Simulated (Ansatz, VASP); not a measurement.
Ti12H: VASP beside Ansatz

```
Ti H
1.0
     5.90000    0.00000    0.00000
    -4.42500    7.66432    0.00000
     0.00000    0.00000    4.68460
Ti H
12 1
Cartesian
  0.0062 0.0026 0.0240
  -0.0023 1.6795 2.3467
  -1.4325 2.5390 0.0069
  -1.4418 4.2799 2.3244
  -2.9489 5.1419 -0.0198
  -2.9492 6.8198 2.3294
  2.9499 -0.0047 0.0169
  2.9491 1.6714 2.3647
  1.4430 2.5362 0.0224
  1.4325 4.2767 2.3400
  0.0031 5.1361 0.0012
  -0.0057 6.8128 2.3235
  2.9510 3.4090 3.5181
```

Alike in both runs: functional PBE; dispersion D3(BJ); k mesh 3 × 2 × 4; occupations gaussian, width 0.05 eV; no spin polarisation.

Ansatz relaxed the structure, and its values are those at the end. VASP's run is a single point on that final structure, the one shown.

|  | VASP | Ansatz |
| --- | --- | --- |
| version | VASP 6.6.1 | Ansatz 0.2.0 |
| potentials or method | VASP PAW PBE potentials, release 64 (Ti_sv, H), cutoff 520 eV | scalar-relativistic, plane waves, PAW |
| valence electrons in the cell | 145 | 145 |

```csv
,VASP,Ansatz,Ansatz less VASP
rms of the force components (eV/Å),0.009,0.008,-0.0006
```

The k mesh is coarse, so the values compare programs but aren't converged.
